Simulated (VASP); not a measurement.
# BaF2 (Fm-3m) in VASP: settings compared, part 2 of 2

VASP 6.6.1.

## Step 3: Single point, PBE0

POSCAR

```
BaF2
1.0
    0.0000000000      3.0971612422      3.0971612422
    3.0971612422      0.0000000000      3.0971612422
    3.0971612422      3.0971612422      0.0000000000
Ba F
1 2
Direct
    0.0000000000      0.0000000000      0.0000000000
    0.2500000000      0.2500000000      0.2500000000
    0.7500000000      0.7500000000      0.7500000000
```

INCAR.step1

```
SYSTEM = BaF2
  PREC = Accurate
  ENCUT = 520
  EDIFF = 1E-5
  ISMEAR = 0
  SIGMA = 0.01
  LREAL = .FALSE.
  LASPH = .TRUE.
  NELM = 120
  ALGO = Normal
  ISIF = 2
  LWAVE = .TRUE.
  NBANDS = 19
  GGA = PE
  GGA_COMPAT = .FALSE.
  KPAR = 4
```

INCAR.step2

```
SYSTEM = BaF2
  PREC = Accurate
  ENCUT = 520
  EDIFF = 1E-6
  ISMEAR = 0
  SIGMA = 0.01
  LREAL = .FALSE.
  LASPH = .TRUE.
  NELM = 120
  ALGO = Normal
  ISIF = 2
  LWAVE = .FALSE.
  LCHARG = .TRUE.
  GGA = PE
  LHFCALC = .TRUE.
  AEXX = 0.25
  PRECFOCK = Normal
  LVHAR = .TRUE.
  NBANDS = 19
  ISTART = 1
  GGA_COMPAT = .FALSE.
  KPAR = 4
```

KPOINTS

```
regular mesh
0
G
  6 6 6
  0 0 0
```

Potentials or basis: VASP PAW PBE potentials, release 64 (Ba_sv, F).

The run is started by

```
$ cat potpaw_PBE.64/Ba_sv/POTCAR potpaw_PBE.64/F/POTCAR > POTCAR
$ cp INCAR.step1 INCAR
$ mpirun -np 4 vasp_std > vasp.out
$ cp INCAR.step2 INCAR
$ mpirun -np 4 vasp_std > vasp.out
```

OUTCAR:

```text
SYSTEM = BaF2
   PREC = Accurate
   ENCUT = 520
   EDIFF = 1E-6
   ISMEAR = 0
   LREAL = .FALSE.
   LASPH = .TRUE.
   NELM = 120
   ISIF = 2
   GGA = PE
   LHFCALC = .TRUE.
   AEXX = 0.25
   PRECFOCK = Normal
   ISTART = 1

 ion  position               nearest neighbor table
   1  0.000  0.000  0.000-   3 2.68   3 2.68   3 2.68   2 2.68   3 2.68   2 2.68   2 2.68   2 2.68

   2  0.250  0.250  0.250-   1 2.68   1 2.68   1 2.68   1 2.68
   3  0.750  0.750  0.750-   1 2.68   1 2.68   1 2.68   1 2.68

  LATTYP: Found a face centered cubic cell.
 ALAT       =     6.1943224844

  Lattice vectors:

 A1 = (   0.0000000000,   3.0971612422,   3.0971612422)
 A2 = (   3.0971612422,   0.0000000000,   3.0971612422)
 A3 = (   3.0971612422,   3.0971612422,   0.0000000000)

Analysis of symmetry for initial positions (statically):
=====================================================================
 Subroutine PRICEL returns:
 Original cell was already a primitive cell.

 Routine SETGRP: Setting up the symmetry group for a
 face centered cubic supercell.

 Subroutine GETGRP returns: Found 48 space group operations
 (whereof 48 operations were pure point group operations)
 out of a pool of 48 trial point group operations.

The static configuration has the point symmetry O_h .

Analysis of symmetry for dynamics (positions and initial velocities):
=====================================================================
 Subroutine PRICEL returns:
 Original cell was already a primitive cell.

 Routine SETGRP: Setting up the symmetry group for a
 face centered cubic supercell.

 Subroutine GETGRP returns: Found 48 space group operations
 (whereof 48 operations were pure point group operations)
 out of a pool of 48 trial point group operations.
[... 116 lines left out ...]
  Fermi-wavevector in a.u.,A,eV,Ry     =   1.210147  2.286846 19.925127  1.464456
  Thomas-Fermi vector in A             =   2.345703
   LORBIT       =      0    0 simple, 1 ext, 2 COOP (PROOUT), +10 PAW based schemes
   GGA     = PE    functional components
   LHFCALC =     T    Hartree Fock is set to
   PRECFOCK=normal    Normal, Fast or Accurate (Low or Medium for compatibility)
   ENCUT4O =  -1.0   cutoff for four orbital integrals eV
   NKREDX  =     1    reduce k-point grid by
   NKREDY  =     1    reduce k-point grid by
   NKREDZ  =     1    reduce k-point grid by
   AEXX    =    0.2500 exact exchange contribution
   HFSCREEN=    0.0000 screening length (either q_TF or 0.3 A-1)
   HFSCREENC=   0.0000 screening length for correlation (either q_TF or 0.3 A-1)
   ENCUTFOCK=  -1.0 apply spherical cutoff to Coloumb kernel
   IVDW    =     0    specifies the selected vdW correction
   LEPSILON=     F    determine dielectric tensor
   LRPA    =     F    only Hartree local field effects (RPA)
 non-spin polarized calculation
 Gauss-broadening in eV      SIGMA  =   0.01
  energy-cutoff  :      520.00
  volume of cell :       59.42
 maximum number of plane-waves:      1639
 NGX is ok and might be reduce to    36
  NGX = 28; NGY = 28; NGZ = 28

 number of electron      24.0000001 magnetization

 Free energy of the ion-electron system (eV)
  ---------------------------------------------------
  ext. energy  EPLUGINS =         0.00000000
  ---------------------------------------------------
  free energy    TOTEN  =       -21.10554185 eV

  energy without entropy =      -21.10554185  energy(sigma->0) =      -21.10554185

 E-fermi :  -3.9769     XC(G=0):  -6.8131

 val. band max:       -4.0428212399   @ k =  -0.1667   0.1667   0.0000
 cond. band min:       5.4457898295   @ k =   0.0000   0.0000   0.0000
 fundamental gap:      9.4886110694
 Fermi energy:        -3.9768866377

 k-point     1 :       0.0000    0.0000    0.0000
  band No.  band energies     occupation
      1     -28.0892      2.00000
      2     -24.5674      2.00000
      3     -24.4057      2.00000
      4     -11.7660      2.00000
      5     -11.7660      2.00000
      6     -11.7660      2.00000
[... 329 lines left out ...]
      6     -11.7408      2.00000
[... 11 lines left out ...]
     18      13.4729      0.00000
     19      13.8014      0.00000

------------------------ aborting loop because EDIFF is reached ----------------------------------------

  FORCE on cell =-STRESS in cart. coord.  units (eV):
  Direction    XX          YY          ZZ          XY          YZ          ZX
  --------------------------------------------------------------------------------------
  -------------------------------------------------------------------------------------
  Total        0.4802004      0.4802004      0.4802004     -0.0000000      0.0000000      0.0000000
  in kB       12.9482661     12.9482661     12.9482661     -0.0000000      0.0000000      0.0000000
  external PRESSURE =      12.9482661 kB  Pullay stress =       0.0000000 kB

 VOLUME and BASIS-vectors are now :
 -----------------------------------------------------------------------------
  energy-cutoff  :      520.00
  volume of cell :       59.42
      direct lattice vectors                 reciprocal lattice vectors
     0.000000000  3.097161242  3.097161242    -0.161438156  0.161438156  0.161438156
     3.097161242  0.000000000  3.097161242     0.161438156 -0.161438156  0.161438156
     3.097161242  3.097161242  0.000000000     0.161438156  0.161438156 -0.161438156

 POSITION                                       TOTAL-FORCE (eV/Angst)
 -----------------------------------------------------------------------------------
      0.00000      0.00000      0.00000        -0.000000      0.000000      0.000000
      1.54858      1.54858      1.54858         0.000000     -0.000000     -0.000000
      4.64574      4.64574      4.64574        -0.000000      0.000000      0.000000
 -----------------------------------------------------------------------------------
    total drift:                                0.000001      0.000001      0.000001

  FREE ENERGIE OF THE ION-ELECTRON SYSTEM (eV)
  ---------------------------------------------------
  free  energy   TOTEN  =       -21.1055418472 eV

  energy  without entropy=      -21.1055418472  energy(sigma->0) =      -21.10554185
```

OUTCAR.step1:

```text
SYSTEM = BaF2
   PREC = Accurate
   ENCUT = 520
   EDIFF = 1E-5
   ISMEAR = 0
   LREAL = .FALSE.
   LASPH = .TRUE.
   NELM = 120
[... 566 lines left out ...]
      0.00000      0.00000      0.00000         0.000000     -0.000000      0.000000
      1.54858      1.54858      1.54858        -0.000000     -0.000000     -0.000000
      4.64574      4.64574      4.64574         0.000000      0.000000      0.000000
 -----------------------------------------------------------------------------------
    total drift:                                0.000000      0.000000      0.000000

  FREE ENERGIE OF THE ION-ELECTRON SYSTEM (eV)
  ---------------------------------------------------
  free  energy   TOTEN  =       -17.1059193734 eV

  energy  without entropy=      -17.1059193734  energy(sigma->0) =      -17.10591937
```

It took 18 min on 4 MPI ranks of Intel Xeon 6975P-C (Granite Rapids), shared host; peak memory 0.22 GiB.

What came out:

```
Free energy            : -21.1055 eV
Pressure               : 1.3 GPa
Band gap on the k mesh : 9.49 eV (least direct gap 9.56 eV)
```

Levels at points of the mesh, in eV from the valence-band top:
```tsv
k point	band 9	band 10	band 11	band 12	band 13	band 14	band 15	band 16
(0.00, 0.00, 0.00)	-1.57	-0.07	-0.07	-0.07	9.49	12.11	12.11	14.50
(0.50, 0.00, 0.00)	-0.71	-0.34	-0.15	-0.15	12.04	12.10	12.10	12.50
(0.50, 0.50, 0.00)	-0.39	-0.28	-0.28	-0.16	9.98	11.94	13.70	15.06
```

Caveat: the PAW data sets were made with another functional, which shifts forces and pressure a little; spin-orbit coupling is left out, which moves the levels of the heavy elements.
